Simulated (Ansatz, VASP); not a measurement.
MgO in VASP and in Ansatz

The input POSCAR:

```
MgO
1.0
    2.9164056962      0.0000000000      0.0000000000
   -1.4582028481      2.5256814206      0.0000000000
    0.0000000000      0.0000000000      5.0823855351
Mg O
2 2
Direct
    0.0000000000      0.0000000000      0.0000000000
    0.0000000000      0.0000000000      0.5000000000
    0.3333333333      0.6666666667      0.2500000000
    0.6666666667      0.3333333333      0.7500000000
```

The input INCAR.step1:

```
  PREC = Accurate
  ENCUT = 660
  ISMEAR = -1
  SIGMA = 0.03
  LREAL = F
  LASPH = T
  NELM = 120
  NBANDS = 16
  GGA = PE
  ALGO = Normal
  EDIFF = 1E-5
  LWAVE = T
  LCHARG = F
  GGA_COMPAT = F
```

Contents of INCAR.step2:

```
  PREC = Accurate
  ENCUT = 660
  EDIFF = 1E-6
  ISMEAR = -1
  SIGMA = 0.03
  LREAL = F
  LASPH = T
  NELM = 120
  ALGO = Normal
  ISIF = 2
  LWAVE = F
  LCHARG = T
  METAGGA = R2SCAN
  LMIXTAU = T
  LUSE_VDW = T
  IVDW_NL = 2
  BPARAM = 11.95
  CPARAM = 0.0093
  LELF = T
  LVHAR = T
  NBANDS = 16
  ISTART = 1
  GGA_COMPAT = F
```

Contents of KPOINTS:

```
regular mesh
0
Gamma
  12 12 6
```

Input for Ansatz:

```yaml
crystal:
  lattice:
    - [2.9164056962, 0.0, 0.0]
    - [-1.4582028481, 2.5256814206, 0.0]
    - [0.0, 0.0, 5.0823855351]
  atoms:
    - { symbol: Mg, position: [0.0, 0.0, 0.0] }
    - { symbol: Mg, position: [0.0, 0.0, 0.5] }
    - { symbol: O, position: [0.3333333333, 0.6666666667, 0.25] }
    - { symbol: O, position: [0.6666666667, 0.3333333333, 0.75] }
kpoints:
  mp_grid: { grid: [12, 12, 6] }
  band_path:
    path:
      - [0.0, 0.0, 0.0]
      - [0.5, 0.0, 0.0]
      - [0.3333333333, 0.3333333333, 0.0]
      - [0.0, 0.0, 0.5]
      - [0.5, 0.0, 0.5]
      - [0.3333333333, 0.3333333333, 0.5]
    npoints: 1
hamiltonian:
  xc: r2scan
  dispersion: rvv10
scf:
  occupations: { method: fermi_dirac, width: 0.03 }
  n_extra_bands: 5
output:
  forces: true
  stress: true
  eigenvalues: true
```

Alike in both runs: task single point; functional r2SCAN; dispersion rVV10; k mesh 12 × 12 × 6; occupations fermi-dirac, width 0.03 eV; no spin polarisation.

|  | VASP | Ansatz |
| --- | --- | --- |
| version | VASP 6.6.1 | Ansatz 0.2.0 |
| potentials or method | VASP PAW PBE potentials, release 64 (Mg, O) | plane waves, PAW |
| plane-wave cutoff (eV) | 660 | 500 |
| valence electrons in the cell | 16 | 32 |

VASP gave:

```
gap on the k mesh at the Fermi level (eV) : 5.34
pressure (GPa)                            : -1.3
```

Problem. Estimate Ansatz's values.

Solution. gap on the k mesh at the Fermi level (eV): 5.36; pressure (GPa): 0.0.

VASP's potentials were made for PBE, not for r2SCAN. VASP's potentials hold 16 valence electrons a cell and Ansatz's 32, so a difference there can come from the potentials and not from the codes.
